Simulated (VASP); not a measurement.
Here is a VASP 6.6.1 calculation.

INCAR

```
SYSTEM = CuNi2
PREC     = Accurate       ! precision mode
ENCUT    = 520            ! plane-wave cutoff, eV
EDIFF    = 1E-6           ! SCF threshold, eV
ISMEAR   = 0              ! smearing method
SIGMA    = 0.1            ! smearing width, eV
LREAL    = .False.        ! projectors in reciprocal space
LASPH    = .True.         ! aspherical terms in the spheres
NELM     = 150            ! most SCF steps
ALGO     = Normal         ! electronic algorithm
ISIF     = 2              ! what is computed and relaxed
LWAVE    = .False.        ! write WAVECAR
LCHARG   = .False.        ! write CHGCAR
ISPIN    = 2              ! spin polarisation
MAGMOM   = 0 0 0.5 0.5 0.5 0.5 ! initial moments
LORBIT   = 11             ! projections on sites
LMAXMIX  = 4              ! l up to which the mixer works
GGA      = PE             ! functional
NBANDS   = 44             ! bands
```

Contents of KPOINTS:

```
Automatic mesh
0
Gamma
  6 6 4
  0 0 0
```

File POSCAR:

```
CuNi2
1.0
    4.3354708000      0.0000000000      0.0000000000
   -2.1677354000      3.7546278000      0.0000000000
    0.0000000000      0.0000000000      4.1370829000
Cu Ni
2 4
Direct
    0.6666667000      0.3333333000      0.0000000000
    0.3333333000      0.6666667000      0.0000000000
    0.0000000000      0.0000000000      0.0000000000
    0.0000000000      0.3277795000      0.5000000000
    0.6722205000      0.6722205000      0.5000000000
    0.3277795000      0.0000000000      0.5000000000
```

Potentials or basis: VASP PAW PBE potentials, release 64 (Cu, Ni).

Launch:

```sh
$ cat potpaw_PBE.64/Cu/POTCAR potpaw_PBE.64/Ni/POTCAR > POTCAR
$ mpirun -np 1 vasp_std > vasp.out
```

(1) Estimate the net moment.

(2) Estimate the site moments.

Answers

(1) 1.60 μB per cell.

(2) Cu +0.00; Ni +0.36, +0.43 (each value once) μB.

Caveat: the k points lie up to 0.38 Å⁻¹ apart.
